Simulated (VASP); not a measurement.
# SiNi (Pmmn) in VASP: further runs

Runs on SiNi. Level: PBEsol. Tasks: single point.

All numbers are computed with VASP 6.6.1; they aren't measurements. Logs are shortened: lines on timing, memory, paths and dates and some standing lists are left out, and cuts for length are marked.

## Step 1: The cell of the first run

The structure is orthorhombic, space group Pmmn (No. 59). The conventional cell has a = 2.905 Å, b = 3.138 Å, c = 4.772 Å, α = 90.00°, β = 90.00°, γ = 90.00°. Within 3.2 Å of Si (site symmetry mm2) lie 6 Ni at 2.31 to 2.39 Å and 8 Si at 2.61 to 3.14 Å. Within 3.2 Å of Ni (site symmetry mm2) lie 6 Si at 2.31 to 2.39 Å and 8 Ni at 2.61 to 3.14 Å.

## Step 2: Single point, PBEsol (biaxial strain in the a-b plane: -3.0 %, then relaxed in part)

INCAR

```
SYSTEM = SiNi
PREC = Accurate ; ENCUT = 520
EDIFF = 1E-7 ; ISMEAR = 0
SIGMA = 0.1 ; LREAL = .False.
LASPH = .True. ; NELM = 80
ALGO = Normal ; ISIF = 2
LWAVE = .False. ; LCHARG = .False.
GGA = PS ; NBANDS = 22
```

KPOINTS

```
regular mesh
0
Gamma
  18 16 12
  0 0 0
```

POSCAR

```
SiNi
1.0
    2.9049448557      0.0000000000      0.0000000000
    0.0000000000      3.1375594888      0.0000000000
    0.0000000000      0.0000000000      4.7719979651
Si Ni
2 2
Direct
    0.5000000000      0.5000000000      0.8432783786
    0.0000000000      0.0000000000      0.1567216214
    0.5000000000      0.5000000000      0.3427103650
    0.0000000000      0.0000000000      0.6572896350
```

Potentials or basis: VASP PAW PBE potentials, release 64 (Si, Ni).

Command:

```sh
cat potpaw_PBE.64/Si/POTCAR potpaw_PBE.64/Ni/POTCAR > POTCAR
mpirun -np 1 vasp_std > vasp.out
```

OUTCAR:

```text
SYSTEM = SiNi
   PREC = Accurate
   ENCUT = 520
   EDIFF = 1E-7
   ISMEAR = 0
   LREAL = .False.
   LASPH = .True.
   NELM = 80
   ISIF = 2
   GGA = PS

 ion  position               nearest neighbor table
   1  0.500  0.500  0.843-   4 2.31   4 2.31   4 2.31   4 2.31   3 2.38   3 2.39   2 2.61   2 2.61
                             2 2.61   2 2.61
   2  0.000  0.000  0.157-   3 2.31   3 2.31   3 2.31   3 2.31   4 2.38   4 2.39   1 2.61   1 2.61
                             1 2.61   1 2.61
   3  0.500  0.500  0.343-   2 2.31   2 2.31   2 2.31   2 2.31   1 2.38   1 2.39   4 2.61   4 2.61
                             4 2.61   4 2.61
   4  0.000  0.000  0.657-   1 2.31   1 2.31   1 2.31   1 2.31   2 2.38   2 2.39   3 2.61   3 2.61
                             3 2.61   3 2.61

  LATTYP: Found a simple orthorhombic cell.
 ALAT       =     2.9049448557
 B/A-ratio  =     1.0800754041
 C/A-ratio  =     1.6427155083

  Lattice vectors:

 A1 = (   2.9049448557,   0.0000000000,   0.0000000000)
 A2 = (   0.0000000000,   3.1375594888,   0.0000000000)
 A3 = (   0.0000000000,   0.0000000000,   4.7719979651)

Analysis of symmetry for initial positions (statically):
=====================================================================
 Subroutine PRICEL returns:
 Original cell was already a primitive cell.

 Routine SETGRP: Setting up the symmetry group for a
 simple orthorhombic supercell.

 Subroutine GETGRP returns: Found  8 space group operations
 (whereof  4 operations were pure point group operations)
 out of a pool of  8 trial point group operations.

The static configuration has the point symmetry C_2v.
 The point group associated with its full space group is D_2h.

Analysis of symmetry for dynamics (positions and initial velocities):
=====================================================================
 Subroutine PRICEL returns:
 Original cell was already a primitive cell.

 Routine SETGRP: Setting up the symmetry group for a
 simple orthorhombic supercell.

 Subroutine GETGRP returns: Found  8 space group operations
 (whereof  4 operations were pure point group operations)
 out of a pool of  8 trial point group operations.

The dynamic configuration has the point symmetry C_2v.
 The point group associated with its full space group is D_2h.

 Subroutine INISYM returns: Found  8 space group operations
 (whereof  4 operations are pure point group operations),
 and found     1 'primitive' translations

[... 98 lines left out ...]
   EDIFF  = 0.1E-06   stopping-criterion for ELM
   LREAL  =      F    real-space projection
   EDIFFG = 0.1E-05   stopping-criterion for IOM
   NSW    =      0    number of steps for IOM
   IBRION =     -1    ionic relax: 0-MD 1-quasi-New 2-CG
   NFREE  =      0    steps in history (QN), initial steepest desc. (CG)
   ISIF   =      2    stress and relaxation
   ISYM   =      2    0-nonsym 1-usesym 2-fastsym
   POTIM  = 0.5000    time-step for ionic-motion
   TEBEG  =    0.0;   TEEND  =   0.0 temperature during run
   PSTRESS=    0.0 pullay stress
   NELECT =      28.0000    total number of electrons
   NUPDOWN=      -1.0000    fix difference up-down
   EMIN   =  10.00;   EMAX   =-10.00  energy-range for DOS
   EFERMI =   0.00;   METHOD = LEGACY
   ISMEAR =     0;   SIGMA  =   0.10  broadening in eV -4-tet -1-fermi 0-gaus
   EFERMI_NEDOS =   21; number of points for ismear=-14 and -15
   IALGO  =     38    algorithm
   IMIX   =      4    mixing-type and parameters
     AMIX     =   0.40;   BMIX     =  1.00
     AMIX_MAG =   1.60;   BMIX_MAG =  1.00
  volume/ion in A,a.u.               =      10.87        73.38
  Fermi-wavevector in a.u.,A,eV,Ry     =   1.413570  2.671261 27.186910  1.998182
  Thomas-Fermi vector in A             =   2.535202
   LORBIT       =      0    0 simple, 1 ext, 2 COOP (PROOUT), +10 PAW based schemes
   GGA     = PS    functional components
   LHFCALC =     F    Hartree Fock is set to
   AEXX    =    0.0000 exact exchange contribution
   IVDW    =     0    specifies the selected vdW correction
   LEPSILON=     F    determine dielectric tensor
   LRPA    =     F    only Hartree local field effects (RPA)
 non-spin polarized calculation
 Gauss-broadening in eV      SIGMA  =   0.10
  energy-cutoff  :      520.00
  volume of cell :       43.49
 maximum number of plane-waves:      1193
 NGX is ok and might be reduce to    24
   NGX = 11   NGY = 11   NGZ = 17

 number of electron      28.0000015 magnetization

 Free energy of the ion-electron system (eV)
  ---------------------------------------------------
  ext. energy  EPLUGINS =         0.00000000
  ---------------------------------------------------
  free energy    TOTEN  =       -25.87135436 eV

  energy without entropy =      -25.86574826  energy(sigma->0) =      -25.86855131

 E-fermi :  12.2649     XC(G=0): -12.9129

 val. band max:       12.2595151245   @ k =   0.2222   0.1250   0.1667
 cond. band min:      12.2677529892   @ k =   0.0000   0.1875   0.5000
 fundamental gap:      0.0082378647
 Fermi energy:        12.2648907918

 k-point     1 :       0.0000    0.0000    0.0000
  band No.  band energies     occupation
      1      -2.3128      2.00000
      2       3.4498      2.00000
      3       5.0318      2.00000
      4       7.6778      2.00000
      5       8.4489      2.00000
      6       9.0520      2.00000
[... 589 lines left out ...]
     21      21.2413      0.00000
     22      21.7819      0.00000

 [... further k-points ...]

------------------------ aborting loop because EDIFF is reached ----------------------------------------

  FORCE on cell =-STRESS in cart. coord.  units (eV):
  Direction    XX          YY          ZZ          XY          YZ          ZX
  --------------------------------------------------------------------------------------
  -------------------------------------------------------------------------------------
  Total        2.7619481      3.2755768      0.1112646      0.0000000      0.0000000      0.0000000
  in kB      101.7409962    120.6613716      4.0986188      0.0000000      0.0000000      0.0000000
  external PRESSURE =      75.5003289 kB  Pullay stress =       0.0000000 kB

 VOLUME and BASIS-vectors are now :
 -----------------------------------------------------------------------------
  energy-cutoff  :      520.00
  volume of cell :       43.49
      direct lattice vectors                 reciprocal lattice vectors
     2.904944856  0.000000000  0.000000000     0.344240614  0.000000000  0.000000000
     0.000000000  3.137559489  0.000000000     0.000000000  0.318719057  0.000000000
     0.000000000  0.000000000  4.771997965     0.000000000  0.000000000  0.209555831

 POSITION                                       TOTAL-FORCE (eV/Angst)
 -----------------------------------------------------------------------------------
      1.45247      1.56878      4.02412         0.000000      0.000000      0.003013
      0.00000      0.00000      0.74788         0.000000      0.000000     -0.003013
      1.45247      1.56878      1.63541         0.000000      0.000000      0.017025
      0.00000      0.00000      3.13658         0.000000      0.000000     -0.017025
 -----------------------------------------------------------------------------------
    total drift:                                0.000000      0.000000      0.000000

  FREE ENERGIE OF THE ION-ELECTRON SYSTEM (eV)
  ---------------------------------------------------
  free  energy   TOTEN  =       -25.8713543601 eV

  energy  without entropy=      -25.8657482550  energy(sigma->0) =      -25.86855131
```

Run time: 11 min. Hardware: 1 thread of Intel Xeon Platinum 8375C at 2.90GHz (Ice Lake), shared host; peak memory 0.58 GiB.

Results:

```
Free energy            : -25.8714 eV
Pressure               : 7.6 GPa
Largest force          : 0.017 eV/Å
Band gap on the k mesh : zero (bands 14 and 15 overlap by 2.12 eV)
```

Forces in eV/Å, atoms in the order of the input:
```
Si   0.000  0.000  0.003
Si   0.000  0.000 -0.003
Ni   0.000  0.000  0.017
Ni   0.000  0.000 -0.017
```

Stress tensor (GPa, compression positive):
```
10.17  0.00  0.00
 0.00 12.07  0.00
 0.00  0.00  0.41
```

Caveat: the cell differs from its parent crystal (biaxial strain in the a-b plane: -3.0 %, then relaxed in part); the stress differs along the axes, from 0 to 12 GPa; the PAW data sets were made with another functional, which shifts forces and pressure a little. Spin polarisation is off, so any magnetic state and its effect on volume and gap are missing.

## Step 3: Single point, PBEsol (biaxial strain in the a-b plane: -1.5 %)

INCAR

```
PREC = Accurate
ENCUT = 520
EDIFF = 1E-6
ISMEAR = 0
SIGMA = 0.1
LREAL = F
LASPH = T
NELM = 80
ALGO = Normal
ISIF = 2
LWAVE = F
LCHARG = T
GGA = PS
LELF = T
LVHAR = T
NBANDS = 22
```

KPOINTS

```
regular mesh
0
Gamma
  18 16 12
```

POSCAR

```
SiNi
1.0
    2.9498666834      0.0000000000      0.0000000000
    0.0000000000      3.1860784499      0.0000000000
    0.0000000000      0.0000000000      4.7145212352
Si Ni
2 2
Direct
    0.5000000000      0.5000000000      0.8426091518
    0.0000000000      0.0000000000      0.1573908482
    0.5000000000      0.5000000000      0.3432947122
    0.0000000000      0.0000000000      0.6567052878
```

Potentials or basis: VASP PAW PBE potentials, release 64 (Si, Ni).

Command:

```sh
cat potpaw_PBE.64/Si/POTCAR potpaw_PBE.64/Ni/POTCAR > POTCAR
mpirun -np 1 vasp_std > vasp.out
```

Wall time 8.3 min (1 thread of Intel Xeon Platinum 8375C at 2.90GHz (Ice Lake), shared host); peak memory 0.58 GiB.

Results (log left out):

```
Free energy            : -25.9391 eV
Pressure               : 4.0 GPa
Largest force          : 0.031 eV/Å
Band gap on the k mesh : zero (bands 14 and 15 overlap by 2.13 eV)
```

Forces on the atoms (eV/Å):
```
Si   0.000  0.000  0.031
Si   0.000  0.000 -0.031
Ni   0.000  0.000 -0.011
Ni   0.000  0.000  0.011
```

Stress tensor (GPa, compression positive):
```
4.97 0.00 0.00
0.00 6.22 0.00
0.00 0.00 0.67
```

Levels at points of the mesh, in eV from the Fermi level:
```csv
k point,band 12,band 13,band 14,band 15,band 16,band 17
"(0.00, 0.00, 0.00)",-2.12,-2.02,-0.91,1.03,3.29,5.33
"(0.50, 0.00, 0.00)",-2.62,-1.70,-1.70,1.65,1.65,3.85
"(0.00, 0.50, 0.00)",-2.35,-2.15,-2.15,1.20,1.20,5.01
"(0.50, 0.50, 0.00)",-2.06,-1.68,-1.68,1.74,1.74,1.94
"(0.00, 0.00, 0.50)",-2.17,1.38,1.64,2.11,2.74,3.00
"(0.50, 0.00, 0.50)",-2.30,-1.52,-1.52,4.05,4.05,5.26
"(0.00, 0.50, 0.50)",-2.13,-2.02,-2.02,5.06,5.06,5.36
"(0.50, 0.50, 0.50)",-2.07,-1.60,-1.60,-0.42,-0.42,1.19
```

Caveat: the cell differs from its parent crystal (biaxial strain in the a-b plane: -1.5 %); the stress differs along the axes, from 1 to 6 GPa; the PAW data sets were made with another functional, which shifts forces and pressure a little.
